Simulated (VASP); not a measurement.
Write the native input for VASP 6.6.1 that does the following.

- Task: single point
- Functional: PBEsol
- Potentials or basis: VASP PAW PBE potentials, release 64 (Na_pv, Cl)
- Cutoff: 400 eV
- k mesh: 2 × 2 × 2, shifted
- Occupations: fermi-dirac, width 0.1034 eV
- Spin: no spin polarisation
- Dipole correction: no
- Further INCAR settings: LREAL = Auto; ALGO = Normal; EDIFF = 1e-06; NBANDS = 70; ISYM = -1

The structure of NaCl lies in POSCAR:

```
NaCl
1.0
    0.0000000000      5.7380282835     -5.7380282835
   -5.7380282835      0.0000000000     -5.7380282835
   -5.7380282835      5.7380282835      0.0000000000
Na Cl
8 8
Direct
    0.4637823950      0.5070578875      0.0095021316
    0.0590974780      0.4859873222     -0.0210757065
    0.5770532727     -0.0193709397     -0.0178660674
    0.0103194856     -0.0005745005      0.0133534546
    0.5142192325      0.4884145497      0.5407487288
    0.0153578887      0.5292220341      0.4506450426
    0.4944173085      0.0084880202      0.5019873304
   -0.0445387313      0.0015446944      0.5255973570
    0.6823594807      0.7710375030      0.2608045702
    0.2437178646      0.7718123336      0.2809787475
    0.7600471424      0.2123555235      0.2347982501
    0.2491048195      0.2325214227      0.2511265942
    0.7932960200      0.7000706169      0.7334779112
    0.2372633826      0.7710852546      0.7696098349
    0.7511544536      0.2980911588      0.7310349989
    0.2248799476      0.2425271245      0.7362935997
```

This cell differs from its parent crystal: dynamics (nve) at 1200 K, volume x 1.04, from the last frame before.

These files were run (other wordings do the same):

INCAR

```
SYSTEM = NaCl
ALGO = Normal
EDIFF = 1E-6
ENCUT = 400
GGA = PS
GGA_COMPAT = .False.
ISIF = 2
ISMEAR = -1
ISYM = -1
LASPH = .True.
LCHARG = .False.
LREAL = Auto
LWAVE = .False.
NBANDS = 70
NELM = 120
PREC = Accurate
SIGMA = 0.1034
```

KPOINTS

```
explicit points
4
Reciprocal
  0.25000000   0.25000000   0.25000000 2
  0.25000000   0.25000000   0.75000000 2
  0.25000000   0.75000000   0.25000000 2
  0.25000000   0.75000000   0.75000000 2
```

Potentials or basis: VASP PAW PBE potentials, release 64 (Na_pv, Cl).

Command:

```sh
$ cat potpaw_PBE.64/Na_pv/POTCAR potpaw_PBE.64/Cl/POTCAR > POTCAR
$ mpirun -np 1 vasp_std > vasp.out
```

Results of the run:

| Quantity | Value |
| --- | --- |
| Pressure | -0.2 GPa |
| Largest force | 1.756 eV/Å |
| Band gap on the k mesh | 4.79 eV |

Caveat: the atoms stand as in a frame of molecular dynamics; the PAW data sets were made with another functional, which shifts forces and pressure a little; a shifted mesh leaves out Γ, where band edges can lie.

Run time: 3.8 min on 1 thread of Intel Xeon 8259CL, with other jobs on the host, peak memory 0.39 GiB.
